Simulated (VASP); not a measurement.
Set up this calculation in VASP 6.6.1, as the native input.

* Task: single point
* Functional: LDA
* Potentials or basis: VASP PAW LDA potentials, release 64 (Cu)
* Cutoff: 520 eV
* k mesh: 3 × 13 × 2
* Occupations: methfessel-paxton, width 0.25 eV
* Spin: no spin polarisation
* Dipole correction: no
* Further INCAR settings: ALGO = Normal; EDIFF = 1e-06; NBANDS = 12

The structure of Cu lies in POSCAR:

```
Cu
1.0
   11.5702539500      0.0000000000      0.0000000000
    0.0000000000      2.2382121000      0.0000000000
   -4.5956239400      0.0000000000     21.7433883500
Cu
1
Direct
    0.5000000000      0.5000000000      0.5000000000
```

These files were run (other wordings do the same):

INCAR

```
SYSTEM = Cu
PREC = Accurate ; ENCUT = 520
EDIFF = 1E-6 ; ISMEAR = 1
SIGMA = 0.25 ; LREAL = .False.
LASPH = .True. ; NELM = 80
ALGO = Normal ; ISIF = 2
LWAVE = .False. ; LCHARG = .False.
NBANDS = 12
```

KPOINTS

```
regular mesh
0
Gamma
  3 13 2
  0 0 0
```

Potentials or basis: VASP PAW LDA potentials, release 64 (Cu).

Run with:

```sh
$ cat potpaw_LDA.64/Cu/POTCAR > POTCAR
$ mpirun -np 1 vasp_std > vasp.out
```

Results of the run:

```yaml
Pressure: 0.0 GPa
Band_gap_on_the_k_mesh: zero (an odd number of electrons rules out a gap without spin polarisation)
```

It took 2.2 min on 1 thread of AMD EPYC 9R45 96-Core Processor (Zen 5), with other jobs on the host, peak memory 0.49 GiB.
